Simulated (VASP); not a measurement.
Input of a VASP 6.6.1 run:

The input INCAR:

```
ALGO = Normal
EDIFF = 1E-6
ENCUT = 600
GGA = RP
GGA_COMPAT = F
ISIF = 2
ISMEAR = 1
LASPH = T
LCHARG = F
LREAL = F
LWAVE = F
NBANDS = 16
NELM = 120
PREC = Accurate
SIGMA = 0.054
```

File KPOINTS:

```
k-points
0
Gamma
  6 6 6
```

Contents of POSCAR:

```
CdO
1.0
    0.0000000000      2.3609927699      2.3609927699
    2.3609927699      0.0000000000      2.3609927699
    2.3609927699      2.3609927699      0.0000000000
Cd O
1 1
Direct
    0.0000000000      0.0000000000      0.0000000000
    0.5000000000      0.5000000000      0.5000000000
```

Potentials or basis: VASP PAW PBE potentials, release 64 (Cd, O).

Run with:

```console
$ cat potpaw_PBE.64/Cd/POTCAR potpaw_PBE.64/O/POTCAR > POTCAR
$ mpirun -np 1 vasp_std > vasp.out
```

Question: What does it give for the pressure?

Answer: 9.5 GPa.

Question: What does it give for the band gap on the k mesh?

Answer: Zero (band 9 reaches 2.05 eV, above the bottom of band 10 at 1.67 eV).

Caveat: the k points lie up to 0.38 Å⁻¹ apart; the PAW data sets were made with another functional, which shifts forces and pressure a little.
